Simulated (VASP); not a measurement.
A run of VASP 6.6.1:

The input INCAR:

```
SYSTEM = BiTe
PREC = Accurate ; ENCUT = 520
EDIFF = 1E-7 ; ISMEAR = -1
SIGMA = 0.02 ; LREAL = .FALSE.
LASPH = .TRUE. ; NELM = 60
ALGO = Normal ; ISIF = 2
LWAVE = .FALSE. ; LCHARG = .FALSE.
GGA = PE ; NBANDS = 18
```

Contents of KPOINTS:

```
regular mesh
0
G
  8 8 8
  0 0 0
```

The input POSCAR:

```
BiTe
1.0
    2.4856654955      1.4350973132      3.4034916649
   -2.4856654955      1.4350973132      3.4034916649
    0.0000000000     -2.8701946265      3.4034916649
Bi Te
1 1
Direct
    0.5000000000      0.5000000000      0.5000000000
    0.0000000000      0.0000000000      0.0000000000
```

Potentials or basis: VASP PAW PBE potentials, release 64 (Bi_d, Te).

The run is started by

```console
$ cat potpaw_PBE.64/Bi_d/POTCAR potpaw_PBE.64/Te/POTCAR > POTCAR
$ mpirun -np 1 vasp_std > vasp.out
```

Hardware: 1 thread of Intel(R) Xeon(R) 6975P-C (Granite Rapids), with other jobs on the host.

**Question.** How long does it take, and how much memory?

**Answer.** Run time: 36 s on 1 thread of Intel(R) Xeon(R) 6975P-C (Granite Rapids), with other jobs on the host, peak memory 0.25 GiB. Counts: scf iterations 14, k points 65.
